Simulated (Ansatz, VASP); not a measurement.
# C in VASP and in Ansatz

```
CELL_PARAMETERS angstrom
2.45579 0.00000 0.00000
-1.22790 2.12678 0.00000
0.00000 0.00000 7.04041
ATOMIC_POSITIONS crystal
C 0.00000 0.00000 0.25000
C 0.00000 0.00000 0.75000
C 0.33333 0.66667 0.25000
C 0.66667 0.33333 0.75000
```

Alike in both runs: functional r2SCAN; k mesh 21 × 21 × 6; occupations gaussian, width 0.1 eV; no spin polarisation.

Ansatz relaxed the structure, and its values are those at the end. VASP's run is a single point on that final structure, the one shown.

```csv
,VASP,Ansatz
version,VASP 6.6.1,Ansatz 0.2.0
potentials or method,"VASP PAW PBE potentials, release 64 (C), cutoff 520 eV","scalar-relativistic, plane waves, PAW"
valence electrons in the cell,16,16
```

```csv
,VASP,Ansatz,Ansatz less VASP
gap on the k mesh at the Fermi level (eV),none,none,-
pressure (GPa),0.7,0.0,-0.64
```

VASP's potentials were made for PBE, not for r2SCAN. A gap of «none» marks a metal or a gap that the smearing closes.
